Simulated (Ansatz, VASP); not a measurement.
**One calculation of Cl, two programs**

INCAR

```
SYSTEM = Cl
ALGO     = Normal         ! electronic algorithm
EDIFF    = 1E-7           ! SCF threshold, eV
ENCUT    = 520            ! plane-wave cutoff, eV
GGA      = PE             ! functional
ISIF     = 2              ! what is computed and relaxed
ISMEAR   = -1             ! smearing method
LASPH    = .True.         ! aspherical terms in the spheres
LCHARG   = .False.        ! write CHGCAR
LREAL    = .False.        ! projectors in reciprocal space
LWAVE    = .False.        ! write WAVECAR
NBANDS   = 10             ! bands
NELM     = 60             ! most SCF steps
PREC     = Accurate       ! precision mode
SIGMA    = 0.1            ! smearing width, eV
```

Contents of KPOINTS:

```
k-points
0
Gamma
  15 15 15
  0 0 0
```

Contents of POSCAR:

```
Cl
1.0
    2.1969277455      0.0000000000      0.0000000000
    0.0000000000      2.1969277455      0.0000000000
    0.0000000000      0.0000000000      2.1969277455
Cl
1
Direct
    0.0000000000      0.0000000000      0.0000000000
```

Input for Ansatz:

```yaml
crystal:
  lattice:
    - [2.1969277455, 0.0, 0.0]
    - [0.0, 2.1969277455, 0.0]
    - [0.0, 0.0, 2.1969277455]
  atoms:
    - { symbol: Cl, position: [0.0, 0.0, 0.0] }
kpoints:
  mp_grid: { grid: [15, 15, 15] }
  band_path:
    path:
      - [0.0, 0.0, 0.0]
      - [0.0, 0.5, 0.0]
      - [0.5, 0.5, 0.0]
      - [0.0, 0.0, 0.0]
      - [0.5, 0.5, 0.5]
      - [0.0, 0.5, 0.0]
      - [0.5, 0.5, 0.5]
      - [0.5, 0.5, 0.0]
    npoints: 8
scf:
  occupations: { method: fermi_dirac, width: 0.1 }
hamiltonian:
  xc: pbe
  pseudopotentials: { kind: all_electron, lapw: { basis_error: 0.001 } }
output:
  forces: true
  stress: true
  eigenvalues: true
  populations: true
  dos: { projected: true, de: 0.2, e_range: [-14, 8] }
```

Change from the starting cell: volume scaled by 0.45, LAPW.

Alike in both runs: task single point; functional PBE; k mesh 15 × 15 × 15; occupations fermi-dirac, width 0.1 eV; no spin polarisation.

```csv
,VASP,Ansatz
version,VASP 6.6.1,Ansatz 0.2.0
potentials or method,"VASP PAW PBE potentials, release 64 (Cl), cutoff 520 eV","all-electron LAPW, scalar-relativistic"
```

VASP gave:

| Quantity | Value |
| --- | --- |
| pressure (GPa) | 166.1 |

Question: Which values does Ansatz return?

Answer: Pressure (GPa): 165.4.

Both programs put the cell under a high pressure, so it lies far from rest at this level. Ansatz ran all-electron here, and VASP with PAW potentials.

Noted on VASP's run: the cell as given lies far from equilibrium.
